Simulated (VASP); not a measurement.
Mo, 2 atoms in the cell. The typed cell holds 2 atoms: a = 3.026 Å, b = 3.026 Å, c = 4.678 Å, α = 97.18°, β = 97.18°, γ = 127.87°.  This cell differs from its parent crystal: volume scaled by 1.04.

* Program: VASP 6.6.1
* Task: single point
* Functional: PBEsol
* Potentials or basis: VASP PAW PBE potentials, release 64 (Mo_sv)
* Cutoff: 520 eV
* k mesh: 15 × 15 × 8
* Occupations: fermi-dirac, width 0.1 eV
* Spin: no spin polarisation
* Dipole correction: no
* Further INCAR settings: ALGO = Normal; EDIFF = 1e-07; NBANDS = 21

Potentials or basis: VASP PAW PBE potentials, release 64 (Mo_sv).

Run with:

```bash
$ cat potpaw_PBE.64/Mo_sv/POTCAR > POTCAR
$ mpirun -np 1 vasp_std > vasp.out
```

Hardware: 1 thread of Intel Xeon 8259CL, on a shared host.

Task: How long does it take, and how much memory?

Result: It took 7 min on 1 thread of Intel Xeon 8259CL, on a shared host, peak memory 0.36 GiB. Counts: scf iterations 13, k points 488.
